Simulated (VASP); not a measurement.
# Rb2CuSbCl6 (Fm-3m) in VASP: a series of runs

Rb2CuSbCl6 is run at these levels: LDA; tasks: single point.

Program: VASP 6.6.1. These are calculated values, not measurements. Logs are shortened: lines on timing, memory, paths and dates and some standing lists are left out, and cuts for length are marked.

## (1) The cell of the first run

Symmetry: Fm-3m, No. 225, cubic system. The conventional cell has a = 10.414 Å, b = 10.414 Å, c = 10.414 Å, α = 90.00°, β = 90.00°, γ = 90.00°. Rb (site symmetry -43m) has 12 Cl at 3.68 Å and 4 Cu at 4.51 Å and 4 Sb at 4.51 Å within 4.8 Å. Within 3.3 Å of Cu (site symmetry m-3m) lie 6 Cl at 2.52 Å. Within 3.5 Å of Sb (site symmetry m-3m) lie 6 Cl at 2.68 Å. Within 3.3 Å of Cl (site symmetry 4mm) lie 1 Cu at 2.52 Å and 1 Sb at 2.68 Å.

## (2) Single point, LDA

INCAR reads:

```
  PREC = Accurate
  ENCUT = 520
  EDIFF = 1E-6
  ISMEAR = 0
  SIGMA = 0.01
  LREAL = False
  LASPH = True
  NELM = 100
  ALGO = Normal
  ISIF = 2
  LWAVE = False
  LCHARG = False
  GGA = CA
  NBANDS = 49
  ISYM = 0
```

KPOINTS reads:

```
Automatic mesh
0
Gamma
  2 2 2
  0.5 0.5 0.5
```

POSCAR reads:

```
Rb2CuSbCl6
1.0
    0.0000000000      5.2070240000      5.2070240000
    5.2070240000      0.0000000000      5.2070240000
    5.2070240000      5.2070240000      0.0000000000
Rb Cu Sb Cl
2 1 1 6
Direct
    0.7500000000      0.7500000000      0.7500000000
    0.2500000000      0.2500000000      0.2500000000
    0.5000000000      0.5000000000      0.5000000000
    0.0000000000      0.0000000000      0.0000000000
    0.7423520000      0.2576480000      0.2576480000
    0.2576480000      0.2576480000      0.7423520000
    0.2576480000      0.7423520000      0.7423520000
    0.2576480000      0.7423520000      0.2576480000
    0.7423520000      0.2576480000      0.7423520000
    0.7423520000      0.7423520000      0.2576480000
```

Potentials or basis: VASP PAW LDA potentials, release 64 (Rb_sv, Cu, Sb, Cl).

The run is started by

```
$ cat potpaw_LDA.64/Rb_sv/POTCAR potpaw_LDA.64/Cu/POTCAR potpaw_LDA.64/Sb/POTCAR potpaw_LDA.64/Cl/POTCAR > POTCAR
$ mpirun -np 1 vasp_std > vasp.out
```

OUTCAR:

```text
PREC = Accurate
   ENCUT = 520
   EDIFF = 1E-6
   ISMEAR = 0
   LREAL = False
   LASPH = True
   NELM = 100
   ISIF = 2
   GGA = CA
   ISYM = 0

 ion  position               nearest neighbor table
   1  0.750  0.750  0.750-   6 3.68   7 3.68   8 3.68   5 3.68   6 3.68   9 3.68   5 3.68   8 3.68
                            10 3.68   7 3.68   9 3.68  10 3.68   4 4.51   4 4.51   4 4.51   4 4.51
   2  0.250  0.250  0.250-   5 3.68   6 3.68   8 3.68   6 3.68   7 3.68   9 3.68   7 3.68   8 3.68
                            10 3.68   5 3.68   9 3.68  10 3.68   4 4.51   4 4.51   4 4.51   4 4.51
   3  0.500  0.500  0.500-   5 2.52   6 2.52   7 2.52   8 2.52   9 2.52  10 2.52
   4  0.000  0.000  0.000-   5 2.68   6 2.68   7 2.68   8 2.68   9 2.68  10 2.68   1 4.51   1 4.51
                             1 4.51   2 4.51   2 4.51   2 4.51   2 4.51   1 4.51
   5  0.742  0.258  0.258-   3 2.52   4 2.68   2 3.68   2 3.68   1 3.68   1 3.68
   6  0.258  0.258  0.742-   3 2.52   4 2.68   2 3.68   2 3.68   1 3.68   1 3.68
   7  0.258  0.742  0.742-   3 2.52   4 2.68   1 3.68   2 3.68   2 3.68   1 3.68
   8  0.258  0.742  0.258-   3 2.52   4 2.68   2 3.68   2 3.68   1 3.68   1 3.68
   9  0.742  0.258  0.742-   3 2.52   4 2.68   1 3.68   2 3.68   2 3.68   1 3.68
  10  0.742  0.742  0.258-   3 2.52   4 2.68   1 3.68   2 3.68   2 3.68   1 3.68

IMPORTANT INFORMATION: All symmetrisations will be switched off!
NOSYMM: (Re-)initialisation of all symmetry stuff for point group C_1.

----------------------------------------------------------------------------------------

                                     Primitive cell

  volume of cell :     282.3571

  direct lattice vectors                    reciprocal lattice vectors
     0.000000000  5.207024000  5.207024000    -0.096024140  0.096024140  0.096024140
     5.207024000  0.000000000  5.207024000     0.096024140 -0.096024140  0.096024140
     5.207024000  5.207024000  0.000000000     0.096024140  0.096024140 -0.096024140

  length of vectors
     7.363843960  7.363843960  7.363843960     0.166318689  0.166318689  0.166318689

  position of ions in fractional coordinates (direct lattice)
     0.750000000  0.750000000  0.750000000
     0.250000000  0.250000000  0.250000000
     0.500000000  0.500000000  0.500000000
     0.000000000  0.000000000  0.000000000
     0.742352000  0.257648000  0.257648000
     0.257648000  0.257648000  0.742352000
     0.257648000  0.742352000  0.742352000
     0.257648000  0.742352000  0.257648000
     0.742352000  0.257648000  0.742352000
     0.742352000  0.742352000  0.257648000

  ion indices of the primitive-cell ions
   primitive index   ion index
                 1           1
                 2           2
                 3           3
                 4           4
                 5           5
                 6           6
                 7           7
                 8           8
                 9           9
                10          10

----------------------------------------------------------------------------------------

 KPOINTS: Automatic mesh

Automatic generation of k-mesh.
 Grid dimensions read from file:
 generate k-points for:    2    2    2

 Generating k-lattice:

  Cartesian coordinates                     Fractional coordinates (reciprocal lattice)
    -0.048012070  0.048012070  0.048012070     0.500000000  0.000000000  0.000000000
     0.048012070 -0.048012070  0.048012070     0.000000000  0.500000000  0.000000000
     0.048012070  0.048012070 -0.048012070     0.000000000  0.000000000  0.500000000

  Length of vectors
     0.083159344  0.083159344  0.083159344

  Shift w.r.t. Gamma in fractional coordinates (k-lattice)
     0.500000000  0.500000000  0.500000000

 Subroutine IBZKPT returns following result:
 ===========================================

 Found     16 irreducible k-points:

 Following reciprocal coordinates:
            Coordinates               Weight
  0.250000  0.250000  0.250000      2.000000
  0.250000  0.000000  0.000000      2.000000
  0.000000  0.000000 -0.250000      2.000000
  0.000000  0.250000  0.000000      2.000000
 -0.250000  0.250000  0.250000      2.000000
  0.250000 -0.250000  0.250000      2.000000
[... 8 lines left out ...]
  0.000000  0.250000  0.500000      2.000000
  0.500000  0.250000  0.000000      2.000000
   k-points           NKPTS =     16   k-points in BZ     NKDIM =     16   number of bands    NBANDS=     49
   number of dos      NEDOS =    301   number of ions     NIONS =     10
   total plane-waves  NPLWV = 175616
   dimension x,y,z NGX =    56 NGY =   56 NGZ =   56
   dimension x,y,z NGXF=   112 NGYF=  112 NGZF=  112
   ions per type =               2   1   1   6
   NGX,Y,Z   is equivalent  to a cutoff of  12.64, 12.64, 12.64 a.u.
   NGXF,Y,Z  is equivalent  to a cutoff of  25.29, 25.29, 25.29 a.u.
 SYSTEM =  unknown system
   PREC   = accura    normal or accurate (medium, high low for compatibility)
   ISTART =      0    job   : 0-new  1-cont  2-samecut
   ICHARG =      2    charge: 1-file 2-atom 10-const
   ISPIN  =      1    spin polarized calculation?
   LNONCOLLINEAR =      F non collinear calculations
   LSORBIT =      F    spin-orbit coupling
   LASPH  =      T    aspherical Exc in radial PAW
   ENCUT  =  520.0 eV  38.22 Ry    6.18 a.u.  13.69 13.69 13.69*2*pi/ulx,y,z
   NELM   =    100;   NELMIN=  2; NELMDL= -5     # of ELM steps
   EDIFF  = 0.1E-05   stopping-criterion for ELM
   LREAL  =      F    real-space projection
   EDIFFG = 0.1E-04   stopping-criterion for IOM
   NSW    =      0    number of steps for IOM
   IBRION =     -1    ionic relax: 0-MD 1-quasi-New 2-CG
   NFREE  =      0    steps in history (QN), initial steepest desc. (CG)
   ISIF   =      2    stress and relaxation
   ISYM   =      0    0-nonsym 1-usesym 2-fastsym
   POTIM  = 0.5000    time-step for ionic-motion
   TEBEG  =    0.0;   TEEND  =   0.0 temperature during run
   PSTRESS=    0.0 pullay stress
   NELECT =      76.0000    total number of electrons
   NUPDOWN=      -1.0000    fix difference up-down
   EMIN   =  10.00;   EMAX   =-10.00  energy-range for DOS
   EFERMI =   0.00;   METHOD = LEGACY
   ISMEAR =     0;   SIGMA  =   0.01  broadening in eV -4-tet -1-fermi 0-gaus
   EFERMI_NEDOS =   21; number of points for ismear=-14 and -15
   IALGO  =     38    algorithm
   IMIX   =      4    mixing-type and parameters
     AMIX     =   0.40;   BMIX     =  1.00
     AMIX_MAG =   1.60;   BMIX_MAG =  1.00
  volume/ion in A,a.u.               =      28.24       190.54
  Fermi-wavevector in a.u.,A,eV,Ry     =   1.057012  1.997462 15.201431  1.117274
  Thomas-Fermi vector in A             =   2.192269
   LORBIT       =      0    0 simple, 1 ext, 2 COOP (PROOUT), +10 PAW based schemes
   GGA     = CA    functional components
   LHFCALC =     F    Hartree Fock is set to
   AEXX    =    0.0000 exact exchange contribution
   IVDW    =     0    specifies the selected vdW correction
   LEPSILON=     F    determine dielectric tensor
   LRPA    =     F    only Hartree local field effects (RPA)
 non-spin polarized calculation
 Gauss-broadening in eV      SIGMA  =   0.01
  energy-cutoff  :      520.00
  volume of cell :      282.36
 maximum number of plane-waves:      7606
 NGX is ok and might be reduce to    56
   NGX = 27   NGY = 27   NGZ = 27

 number of electron      75.9999995 magnetization

 Free energy of the ion-electron system (eV)
  ---------------------------------------------------
  ext. energy  EPLUGINS =         0.00000000
  ---------------------------------------------------
  free energy    TOTEN  =       -37.40525653 eV

  energy without entropy =      -37.40525653  energy(sigma->0) =      -37.40525653

 E-fermi :   1.6015     XC(G=0):  -8.7586

 val. band max:        1.5393017389   @ k =   0.5000   0.2500   0.0000
 cond. band min:       3.0826137873   @ k =   0.2500   0.0000   0.0000
 fundamental gap:      1.5433120484
 Fermi energy:         1.6014696702

 k-point     1 :       0.2500    0.2500    0.2500
  band No.  band energies     occupation
      1     -24.4305      2.00000
      2     -24.4282      2.00000
      3     -13.6401      2.00000
      4     -13.1559      2.00000
      5     -13.0122      2.00000
      6     -13.0122      2.00000
[... 41 lines left out ...]
     48       7.5619      0.00000
     49       7.5685      0.00000

 k-point     2 :       0.2500    0.0000    0.0000
  band No.  band energies     occupation
      1     -24.4305      2.00000
      2     -24.4282      2.00000
      3     -13.6401      2.00000
      4     -13.1559      2.00000
      5     -13.0122      2.00000
      6     -13.0122      2.00000
[... 41 lines left out ...]
     48       7.5619      0.00000
     49       7.5621      0.00000

 k-point     3 :       0.0000    0.0000   -0.2500
  band No.  band energies     occupation
      1     -24.4305      2.00000
      2     -24.4282      2.00000
      3     -13.6401      2.00000
      4     -13.1559      2.00000
      5     -13.0122      2.00000
      6     -13.0122      2.00000
[... 41 lines left out ...]
     48       7.5619      0.00000
     49       7.5620      0.00000

 k-point     4 :       0.0000    0.2500    0.0000
  band No.  band energies     occupation
      1     -24.4305      2.00000
      2     -24.4282      2.00000
      3     -13.6401      2.00000
      4     -13.1559      2.00000
      5     -13.0122      2.00000
      6     -13.0122      2.00000
[... 561 lines left out ...]
     48       8.0273      0.00000
     49       8.0327      0.00000

 k-point    15 :       0.0000    0.2500    0.5000
  band No.  band energies     occupation
      1     -24.4297      2.00000
      2     -24.4289      2.00000
      3     -13.5000      2.00000
      4     -13.2544      2.00000
      5     -13.0230      2.00000
      6     -13.0073      2.00000
[... 41 lines left out ...]
     48       8.0282      0.00000
     49       8.0360      0.00000

 k-point    16 :       0.5000    0.2500    0.0000
  band No.  band energies     occupation
      1     -24.4297      2.00000
      2     -24.4289      2.00000
      3     -13.5000      2.00000
      4     -13.2544      2.00000
      5     -13.0230      2.00000
      6     -13.0073      2.00000
[... 41 lines left out ...]
     48       8.0287      0.00000
     49       8.0351      0.00000

------------------------ aborting loop because EDIFF is reached ----------------------------------------

  FORCE on cell =-STRESS in cart. coord.  units (eV):
  Direction    XX          YY          ZZ          XY          YZ          ZX
  --------------------------------------------------------------------------------------
  -------------------------------------------------------------------------------------
  Total       -6.4668847     -6.4668810     -6.4669192      0.0000039     -0.0000059      0.0000194
  in kB      -36.6950062    -36.6949853    -36.6952021      0.0000220     -0.0000332      0.0001103
  external PRESSURE =     -36.6950645 kB  Pullay stress =       0.0000000 kB

 VOLUME and BASIS-vectors are now :
 -----------------------------------------------------------------------------
  energy-cutoff  :      520.00
  volume of cell :      282.36
      direct lattice vectors                 reciprocal lattice vectors
     0.000000000  5.207024000  5.207024000    -0.096024140  0.096024140  0.096024140
     5.207024000  0.000000000  5.207024000     0.096024140 -0.096024140  0.096024140
     5.207024000  5.207024000  0.000000000     0.096024140  0.096024140 -0.096024140

 POSITION                                       TOTAL-FORCE (eV/Angst)
 -----------------------------------------------------------------------------------
      7.81054      7.81054      7.81054        -0.000011     -0.000006      0.000012
      2.60351      2.60351      2.60351         0.000005     -0.000001     -0.000002
      5.20702      5.20702      5.20702        -0.000002      0.000002     -0.000000
      0.00000      0.00000      0.00000        -0.000001      0.000001     -0.000000
      2.68316      5.20702      5.20702         0.113869      0.000006      0.000003
      5.20702      5.20702      2.68316        -0.000004     -0.000002      0.113853
      7.73089      5.20702      5.20702        -0.113859     -0.000008     -0.000005
      5.20702      2.68316      5.20702         0.000003      0.113884     -0.000003
      5.20702      7.73089      5.20702        -0.000006     -0.113873      0.000002
      5.20702      5.20702      7.73089         0.000007     -0.000004     -0.113859
 -----------------------------------------------------------------------------------
    total drift:                               -0.000001     -0.000018      0.000008

  FREE ENERGIE OF THE ION-ELECTRON SYSTEM (eV)
  ---------------------------------------------------
  free  energy   TOTEN  =       -37.4052565276 eV

  energy  without entropy=      -37.4052565276  energy(sigma->0) =      -37.40525653
```

It took 8.8 min on 1 thread of Intel Xeon 8259CL, shared host; peak memory 0.46 GiB.

Results:

```yaml
Free_energy: -37.4053 eV
Pressure: -3.7 GPa
Largest_force: 0.114 eV/Å
Band_gap_on_the_k_mesh: 1.54 eV (least direct gap 1.73 eV)
```

Forces in eV/Å, atoms in the order of the input:
```
Rb   0.000  0.000  0.000
Rb   0.000  0.000  0.000
Cu   0.000  0.000  0.000
Sb   0.000  0.000  0.000
Cl   0.114  0.000  0.000
Cl   0.000  0.000  0.114
Cl  -0.114  0.000  0.000
Cl   0.000  0.114  0.000
Cl   0.000 -0.114  0.000
Cl   0.000  0.000 -0.114
```

Caveat: the cell stands under tension; spin-orbit coupling is left out, which moves the levels of the heavy elements; a shifted mesh leaves out Γ, where band edges can lie. A k mesh can miss the band edges.

(Continued in part 2 of 2.)
